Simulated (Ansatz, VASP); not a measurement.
## Two plane-wave programs on Cs

File INCAR:

```
  PREC = Accurate
  ENCUT = 520
  EDIFF = 1E-7
  ISMEAR = -1
  SIGMA = 0.05
  LREAL = F
  LASPH = T
  NELM = 60
  ALGO = Fast
  ISIF = 2
  LWAVE = F
  LCHARG = F
  GGA = PE
  NBANDS = 26
```

File KPOINTS:

```
regular mesh
0
Gamma
  6 6 2
```

The input POSCAR:

```
Cs
1.0
    5.5659085693      0.0000000000      0.0000000000
   -2.7829542847      4.8202182162      0.0000000000
    0.0000000000      0.0000000000     18.5215751700
Cs
4
Direct
    0.6682440000      0.3376050000      0.7482690000
   -0.0014620000     -0.0074680000      0.4984740000
    0.3287150000      0.6707840000      0.2477400000
   -0.0125640000      0.0065380000     -0.0005240000
```

input.yaml

```yaml
crystal:
  lattice:
    - [5.5659085693, 0.0, 0.0]
    - [-2.7829542847, 4.8202182162, 0.0]
    - [0.0, 0.0, 18.52157517]
  atoms:
    - { symbol: Cs, position: [0.668244, 0.337605, 0.748269] }
    - { symbol: Cs, position: [-0.001462, -0.007468, 0.498474] }
    - { symbol: Cs, position: [0.328715, 0.670784, 0.24774] }
    - { symbol: Cs, position: [-0.012564, 0.006538, -0.000524] }
hamiltonian:
  xc: pbe
  pseudopotentials: { kind: paw }
kpoints:
  mp_grid: { grid: [6, 6, 2] }
scf:
  occupations: { method: fermi_dirac, width: 0.05 }
output:
  forces: true
  stress: true
  eigenvalues: true
  write_density: true
  write_potential: true
  elf: true
  volumetric_format: npy
```

Change from the starting cell: atoms moved at random, drawn with an rms of 0.05 Å.

Alike in both runs: task single point; functional PBE; k mesh 6 × 6 × 2; occupations fermi-dirac, width 0.05 eV; no spin polarisation.

|  | VASP | Ansatz |
| --- | --- | --- |
| version | VASP 6.6.1 | Ansatz 0.2.0 |
| potentials or method | VASP PAW PBE potentials, release 64 (Cs_sv) | Ansatz PAW |
| plane-wave cutoff (eV) | 520 | 420 |
| valence electrons in the cell | 36 | 36 |

|  | VASP | Ansatz | Ansatz less VASP |
| --- | --- | --- | --- |
| gap on the k mesh at the Fermi level (eV) | none | none | - |
| pressure (GPa) | -0.1 | -0.1 | +0.01 |
| traceless stress, the component that is largest in VASP (GPa) | -0.09 | -0.09 | 0.000 |

A gap of «none» marks a metal or a gap that the smearing closes.

Neither program's run includes spin-orbit coupling.
